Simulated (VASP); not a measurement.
# ZrC (Fm-3m) in VASP: further runs, part 2 of 2

VASP 6.6.1. The steps go on from the part before.

## 6. Relaxation of cell and atoms, LDA, target pressure 6 GPa, at which the enthalpy is minimised

This run uses another cell than the first one, of 13.23 Å³/atom, 1.091 times its volume.

Input file INCAR:

```
PREC     = Accurate       # precision mode
ENCUT    = 600            # plane-wave cutoff, eV
EDIFF    = 1E-7           # SCF threshold, eV
ISMEAR   = -1             # smearing method
SIGMA    = 0.1            # smearing width, eV
LREAL    = F              # projectors in reciprocal space
LASPH    = T              # aspherical terms in the spheres
NELM     = 100            # most SCF steps
ALGO     = Normal         # electronic algorithm
ISIF     = 3              # what is computed and relaxed
LWAVE    = F              # write WAVECAR
LCHARG   = F              # write CHGCAR
GGA      = CA             # functional
IBRION   = 2              # ionic algorithm
NSW      = 80             # ionic steps
EDIFFG   = -0.02          # ionic threshold
PSTRESS  = 60.0
```

Input file KPOINTS:

```
Automatic mesh
0
Gamma
  10 10 10
```

Input file POSCAR:

```
ZrC
1.0
    0.0000000000      2.3650000000      2.3650000000
    2.3650000000      0.0000000000      2.3650000000
    2.3650000000      2.3650000000      0.0000000000
Zr C
1 1
Direct
    0.5000000000      0.5000000000      0.5000000000
    0.0000000000      0.0000000000      0.0000000000
```

Potentials or basis: VASP PAW LDA potentials, release 64 (Zr_sv, C).

Started as:

```bash
cat potpaw_LDA.64/Zr_sv/POTCAR potpaw_LDA.64/C/POTCAR > POTCAR
mpirun -np 1 vasp_std > vasp.out
```

Run time: 25 s. Hardware: 1 thread of Intel Xeon 6975P-C (Granite Rapids), shared host; peak memory 0.16 GiB.

The run converged. Its results:

```
Free energy                                            : -21.2735 eV
Relaxed volume                                         : 12.25 Å³/atom
Relaxed cell                                           : a = 3.260 Å, b = 3.260 Å, c = 3.260 Å, α = 60.00°, β = 60.00°, γ = 60.00°
Space group after relaxing (to 0.05 Å)                 : Fm-3m (No. 225)
Energy change on relaxing (the enthalpy is what falls) : -22.3 meV/atom
Ionic steps                                            : 4
Pressure after relaxing                                : 5.9 GPa
Band gap on the k mesh                                 : zero (band 8 reaches 11.09 eV, above the bottom of band 9 at 9.82 eV)
```

The path:
| step | energy change (eV) | largest force (eV/Å) | pressure (GPa) | volume (Å³) |
| --- | --- | --- | --- | --- |
| 1 | 0.0000 | 0.0000 | -11.98 | 26.46 |
| 2 | 0.5574 | 0.0000 | 58.03 | 21.17 |
| 3 | -0.0473 | 0.0000 | 5.01 | 24.57 |
| 4 | -0.0447 | 0.0000 | 5.85 | 24.49 |

Final structure:
```yaml
crystal:
  lattice:
    - [0.00000, 2.30503, 2.30503]
    - [2.30503, 0.00000, 2.30503]
    - [2.30503, 2.30503, 0.00000]
  atoms:
    - { symbol: Zr, position: [0.50000, 0.50000, 0.50000] }
    - { symbol: C, position: [0.00000, 0.00000, 0.00000] }
```

Levels at points of the mesh, in eV from the Fermi level:
```csv
k point,band 6,band 7,band 8,band 9,band 10,band 11
"(0.00, 0.00, 0.00)",0.95,0.95,0.95,1.05,1.05,1.05
"(0.50, 0.00, 0.00)",-5.54,-3.14,-3.14,4.77,4.77,5.66
"(0.50, 0.50, 0.00)",-2.00,-1.91,0.14,0.14,4.76,6.06
```

Caveat: the cell is relaxed towards a set pressure, so the enthalpy falls and the energy may rise. LDA usually gives volumes a few per cent too small.

## 7. Relaxation of cell and atoms, LDA, target pressure 8 GPa, at which the enthalpy is minimised

This run uses another cell than the first one, of 13.23 Å³/atom, 1.091 times its volume.

Input file INCAR:

```
SYSTEM = ZrC
  PREC = Accurate
  ENCUT = 600
  EDIFF = 1E-6
  ISMEAR = -1
  SIGMA = 0.1
  LREAL = .False.
  LASPH = .True.
  NELM = 100
  ALGO = Normal
  ISIF = 3
  LWAVE = .False.
  LCHARG = .False.
  IBRION = 2
  NSW = 80
  EDIFFG = -0.02
  PSTRESS = 80.0
```

Input file KPOINTS:

```
regular mesh
0
Gamma
  10 10 10
  0 0 0
```

POSCAR is that of step 6.

Potentials or basis: VASP PAW LDA potentials, release 64 (Zr_sv, C).

Started as:

```bash
cat potpaw_LDA.64/Zr_sv/POTCAR potpaw_LDA.64/C/POTCAR > POTCAR
mpirun -np 1 vasp_std > vasp.out
```

OUTCAR:

```text
SYSTEM = ZrC
   PREC = Accurate
   ENCUT = 600
   EDIFF = 1E-6
   ISMEAR = -1
   LREAL = .False.
   LASPH = .True.
   NELM = 100
   ISIF = 3
   IBRION = 2
   NSW = 80
   EDIFFG = -0.02
   PSTRESS = 80.0

 ion  position               nearest neighbor table
   1  0.500  0.500  0.500-   2 2.37   2 2.37   2 2.37   2 2.37   2 2.37   2 2.37
   2  0.000  0.000  0.000-   1 2.37   1 2.37   1 2.37   1 2.37   1 2.37   1 2.37

  LATTYP: Found a face centered cubic cell.
 ALAT       =     4.7300000000

  Lattice vectors:

 A1 = (   0.0000000000,   2.3650000000,   2.3650000000)
 A2 = (   2.3650000000,   0.0000000000,   2.3650000000)
 A3 = (   2.3650000000,   2.3650000000,   0.0000000000)

Analysis of symmetry for initial positions (statically):
=====================================================================
 Subroutine PRICEL returns:
 Original cell was already a primitive cell.

 Routine SETGRP: Setting up the symmetry group for a
 face centered cubic supercell.

 Subroutine GETGRP returns: Found 48 space group operations
 (whereof 48 operations were pure point group operations)
 out of a pool of 48 trial point group operations.

The static configuration has the point symmetry O_h .

Analysis of symmetry for dynamics (positions and initial velocities):
=====================================================================
 Subroutine PRICEL returns:
 Original cell was already a primitive cell.

 Routine SETGRP: Setting up the symmetry group for a
 face centered cubic supercell.

 Subroutine GETGRP returns: Found 48 space group operations
 (whereof 48 operations were pure point group operations)
 out of a pool of 48 trial point group operations.

The dynamic configuration has the point symmetry O_h .

 Subroutine INISYM returns: Found 48 space group operations
 (whereof 48 operations are pure point group operations),
 and found     1 'primitive' translations

----------------------------------------------------------------------------------------

                                     Primitive cell

  volume of cell :      26.4560

  direct lattice vectors                    reciprocal lattice vectors
     0.000000000  2.365000000  2.365000000    -0.211416490  0.211416490  0.211416490
     2.365000000  0.000000000  2.365000000     0.211416490 -0.211416490  0.211416490
     2.365000000  2.365000000  0.000000000     0.211416490  0.211416490 -0.211416490

  length of vectors
     3.344615075  3.344615075  3.344615075     0.366184103  0.366184103  0.366184103

  position of ions in fractional coordinates (direct lattice)
     0.500000000  0.500000000  0.500000000
     0.000000000  0.000000000  0.000000000

  ion indices of the primitive-cell ions
   primitive index   ion index
                 1           1
                 2           2

----------------------------------------------------------------------------------------

 KPOINTS: regular mesh

Automatic generation of k-mesh.
 Grid dimensions read from file:
 generate k-points for:   10   10   10

 Generating k-lattice:

  Cartesian coordinates                     Fractional coordinates (reciprocal lattice)
    -0.021141649  0.021141649  0.021141649     0.100000000  0.000000000  0.000000000
     0.021141649 -0.021141649  0.021141649     0.000000000  0.100000000  0.000000000
     0.021141649  0.021141649 -0.021141649     0.000000000  0.000000000  0.100000000

  Length of vectors
     0.036618410  0.036618410  0.036618410

  Shift w.r.t. Gamma in fractional coordinates (k-lattice)
     0.000000000  0.000000000  0.000000000

 Subroutine IBZKPT returns following result:
 ===========================================

 Found     47 irreducible k-points:

 Following reciprocal coordinates:
            Coordinates               Weight
  0.000000  0.000000  0.000000      1.000000
  0.100000  0.000000  0.000000      8.000000
  0.200000  0.000000  0.000000      8.000000
  0.300000  0.000000  0.000000      8.000000
  0.400000  0.000000  0.000000      8.000000
  0.500000  0.000000  0.000000      4.000000
[... 16 lines left out ...]
  0.300000  0.300000  0.000000      6.000000
  0.400000  0.300000  0.000000     24.000000
 [... further k-points ...]
   k-points           NKPTS =     47   k-points in BZ     NKDIM =     47   number of bands    NBANDS=     12
   number of dos      NEDOS =    301   number of ions     NIONS =      2
   total plane-waves  NPLWV =  21952
   dimension x,y,z NGX =    28 NGY =   28 NGZ =   28
   dimension x,y,z NGXF=    56 NGYF=   56 NGZF=   56
   ions per type =               1   1
   NGX,Y,Z   is equivalent  to a cutoff of  13.92, 13.92, 13.92 a.u.
   NGXF,Y,Z  is equivalent  to a cutoff of  27.84, 27.84, 27.84 a.u.
 SYSTEM =  ZrC
   PREC   = accura    normal or accurate (medium, high low for compatibility)
   ISTART =      0    job   : 0-new  1-cont  2-samecut
   ICHARG =      2    charge: 1-file 2-atom 10-const
   ISPIN  =      1    spin polarized calculation?
   LNONCOLLINEAR =      F non collinear calculations
   LSORBIT =      F    spin-orbit coupling
   LASPH  =      T    aspherical Exc in radial PAW
   ENCUT  =  600.0 eV  44.10 Ry    6.64 a.u.   6.68  6.68  6.68*2*pi/ulx,y,z
   NELM   =    100;   NELMIN=  2; NELMDL= -5     # of ELM steps
   EDIFF  = 0.1E-05   stopping-criterion for ELM
   LREAL  =      F    real-space projection
   EDIFFG = -.2E-01   stopping-criterion for IOM
   NSW    =     80    number of steps for IOM
   IBRION =      2    ionic relax: 0-MD 1-quasi-New 2-CG
   NFREE  =      1    steps in history (QN), initial steepest desc. (CG)
   ISIF   =      3    stress and relaxation
   ISYM   =      2    0-nonsym 1-usesym 2-fastsym
   POTIM  = 0.5000    time-step for ionic-motion
   TEBEG  =    0.0;   TEEND  =   0.0 temperature during run
   PSTRESS=   80.0 pullay stress
   NELECT =      16.0000    total number of electrons
   NUPDOWN=      -1.0000    fix difference up-down
   EMIN   =  10.00;   EMAX   =-10.00  energy-range for DOS
   EFERMI =   0.00;   METHOD = LEGACY
   ISMEAR =    -1;   SIGMA  =   0.10  broadening in eV -4-tet -1-fermi 0-gaus
   EFERMI_NEDOS =   21; number of points for ismear=-14 and -15
   IALGO  =     38    algorithm
   IMIX   =      4    mixing-type and parameters
     AMIX     =   0.40;   BMIX     =  1.00
     AMIX_MAG =   1.60;   BMIX_MAG =  1.00
  volume/ion in A,a.u.               =      13.23        89.27
  Fermi-wavevector in a.u.,A,eV,Ry     =   1.384439  2.616209 26.077880  1.916670
  Thomas-Fermi vector in A             =   2.508943
   LORBIT       =      0    0 simple, 1 ext, 2 COOP (PROOUT), +10 PAW based schemes
   GGA     = CA    functional components
   LHFCALC =     F    Hartree Fock is set to
   AEXX    =    0.0000 exact exchange contribution
   IVDW    =     0    specifies the selected vdW correction
   LEPSILON=     F    determine dielectric tensor
   LRPA    =     F    only Hartree local field effects (RPA)
 conjugate gradient relaxation of ions
 non-spin polarized calculation
  energy-cutoff  :      600.00
  volume of cell :       26.46
 maximum number of plane-waves:       903
   NGX = 13   NGY = 13   NGZ = 13

--------------------------------------- Ionic step        1  -------------------------------------------

 number of electron      16.0000000 magnetization

 Free energy of the ion-electron system (eV)
  ---------------------------------------------------
  ext. energy  EPLUGINS =         0.00000000
  ---------------------------------------------------
  free energy    TOTEN  =       -21.22887109 eV

  energy without entropy =      -21.21719870  energy(sigma->0) =      -21.22303489

 E-fermi :   9.2265     XC(G=0): -12.2674

 val. band max:        9.1596673806   @ k =   0.1000   0.0000   0.0000
 cond. band min:       9.2855403576   @ k =   0.5000   0.5000   0.0000
 fundamental gap:      0.1258729770
 Fermi energy:         9.2264814392

 k-point     1 :       0.0000    0.0000    0.0000
  band No.  band energies     occupation
      1     -38.6458      2.00000
      2     -16.5180      2.00000
      3     -16.5180      2.00000
      4     -16.5180      2.00000
      5      -1.8590      2.00000
      6      10.1644      0.00017
      7      10.1644      0.00017
      8      10.1644      0.00017
      9      10.2565      0.00007
     10      10.2565      0.00007
     11      10.2565      0.00007
     12      11.9697      0.00000
[... 456 lines left out ...]
  enthalpy is  TOTEN    =       -20.0513426137 eV   P V=        1.2191215001

--------------------------------------- Ionic step        4  -------------------------------------------

 number of electron      16.0000000 magnetization

 Free energy of the ion-electron system (eV)
  ---------------------------------------------------
  ext. energy  EPLUGINS =         0.00000000
  ---------------------------------------------------
  free energy    TOTEN  =       -21.26618465 eV

  energy without entropy =      -21.25540694  energy(sigma->0) =      -21.26079580

 E-fermi :  10.2272     XC(G=0): -12.6791

 val. band max:       10.2031832148   @ k =   0.4000   0.4000   0.0000
 cond. band min:      10.2799938393   @ k =   0.1000   0.1000   0.0000
 fundamental gap:      0.0768106246
 Fermi energy:        10.2272081381

 k-point     1 :       0.0000    0.0000    0.0000
  band No.  band energies     occupation
      1     -37.3392      2.00000
      2     -15.1467      2.00000
      3     -15.1467      2.00000
      4     -15.1467      2.00000
      5      -1.1480      2.00000
      6      11.1803      0.00015
      7      11.1803      0.00015
      8      11.1803      0.00015
      9      11.2786      0.00005
     10      11.2786      0.00005
     11      11.2786      0.00005
     12      13.2103      0.00000
[... 374 lines left out ...]
  FREE ENERGIE OF THE ION-ELECTRON SYSTEM (eV)
  ---------------------------------------------------
  free  energy   TOTEN  =       -21.2661846486 eV

  energy  without entropy=      -21.2554069436  energy(sigma->0) =      -21.26079580

  enthalpy is  TOTEN    =       -20.0517831838 eV   P V=        1.2144014648

 reached required accuracy - stopping structural energy minimisation
```

OSZICAR:

```text
N       E                     dE             d eps       ncg     rms          rms(c)
DAV:   1     0.111536291756E+03    0.11154E+03   -0.96341E+03  1128   0.149E+03
DAV:   2    -0.169521332403E+02   -0.12849E+03   -0.12080E+03  1280   0.350E+02
DAV:   3    -0.245654081345E+02   -0.76133E+01   -0.74892E+01  2032   0.761E+01
[... 37 lines left out ...]
DAV:   2    -0.212663739997E+02    0.12253E-02   -0.33784E-03  1148   0.744E-01    0.155E-01
DAV:   3    -0.212661275412E+02    0.24646E-03   -0.13338E-03  1604   0.325E-01    0.607E-02
DAV:   4    -0.212661579252E+02   -0.30384E-04   -0.31050E-05  1388   0.526E-02    0.360E-02
DAV:   5    -0.212661839682E+02   -0.26043E-04   -0.62360E-05  1640   0.446E-02    0.776E-03
DAV:   6    -0.212661846486E+02   -0.68041E-06   -0.11627E-06   836   0.962E-03
   4 F= -.20051783E+02 E0= -.20046394E+02  d E =-.143912E+00
```

Run time: 25 s. Hardware: 1 thread of Intel Xeon 6975P-C (Granite Rapids), shared host; peak memory 0.16 GiB.

What came out:

```
Free energy                                            : -21.2662 eV
Relaxed volume                                         : 12.16 Å³/atom
Relaxed cell                                           : a = 3.252 Å, b = 3.252 Å, c = 3.252 Å, α = 60.00°, β = 60.00°, γ = 60.00°
Space group after relaxing (to 0.05 Å)                 : Fm-3m (No. 225)
Energy change on relaxing (the enthalpy is what falls) : -18.7 meV/atom
Ionic steps                                            : 4
Pressure after relaxing                                : 7.8 GPa
Band gap on the k mesh                                 : zero (band 8 reaches 11.18 eV, above the bottom of band 9 at 9.90 eV)
```

The path:
```
step  energy change (eV)  largest force (eV/Å)  pressure (GPa)  volume (Å³)
   1              0.0000                0.0000          -11.98        26.46
   2              0.7737                0.0000           70.43        20.63
   3             -0.0416                0.0000            6.72        24.42
   4             -0.0373                0.0000            7.76        24.32
```

Final structure:
```cif
data_structure
_symmetry_space_group_name_H-M 'P 1'
_symmetry_Int_Tables_number 1
_cell_length_a 3.2521
_cell_length_b 3.2521
_cell_length_c 3.2521
_cell_angle_alpha 60.000
_cell_angle_beta 60.000
_cell_angle_gamma 60.000
_cell_volume 24.32
loop_
_atom_site_label
_atom_site_type_symbol
_atom_site_fract_x
_atom_site_fract_y
_atom_site_fract_z
_atom_site_occupancy
Zr1 Zr 0.50000 0.50000 0.50000 1
C1 C 0.00000 0.00000 0.00000 1
```

Levels at points of the mesh, in eV from the Fermi level:
| k point | band 5 | band 6 | band 7 | band 8 | band 9 | band 10 | band 11 | band 12 |
| --- | --- | --- | --- | --- | --- | --- | --- | --- |
| (0.00, 0.00, 0.00) | -11.38 | 0.95 | 0.95 | 0.95 | 1.05 | 1.05 | 1.05 | 2.98 |
| (0.50, 0.00, 0.00) | -7.89 | -5.57 | -3.17 | -3.17 | 4.81 | 4.81 | 5.70 | 6.85 |
| (0.50, 0.50, 0.00) | -10.26 | -2.03 | -1.89 | 0.15 | 0.15 | 4.80 | 6.11 | 6.11 |

Caveat: the cell is relaxed towards a set pressure, so the enthalpy falls and the energy may rise.

## 8. Summary

```tsv
task	cell	cutoff (eV)	gap on the mesh (eV)	pressure (GPa)
single point	a = 3.249 Å, angles 60.0°, 2 atoms	520	none	8.6
relaxation of cell and atoms	relaxed from a = 3.345 Å, angles 60.0°, 2 atoms	600	none	-0.1
relaxation of cell and atoms	relaxed to 2 GPa from a = 3.345 Å, angles 60.0°, 2 atoms	600	none	1.9
relaxation of cell and atoms	relaxed to 4 GPa from a = 3.345 Å, angles 60.0°, 2 atoms	600	none	3.9
relaxation of cell and atoms	relaxed to 6 GPa from a = 3.345 Å, angles 60.0°, 2 atoms	600	none	5.9
relaxation of cell and atoms	relaxed to 8 GPa from a = 3.345 Å, angles 60.0°, 2 atoms	600	none	7.8
```

Alike in all rows: level LDA; potentials or basis VASP PAW LDA potentials, release 64 (Zr_sv, C); no spin polarisation; k mesh 10 × 10 × 10; smearing fermi-dirac 0.1 eV.

Caveats: the cell is relaxed towards a set pressure, so the enthalpy falls and the energy may rise (some runs).

Absolute energies hang on the potentials; compare differences alone.
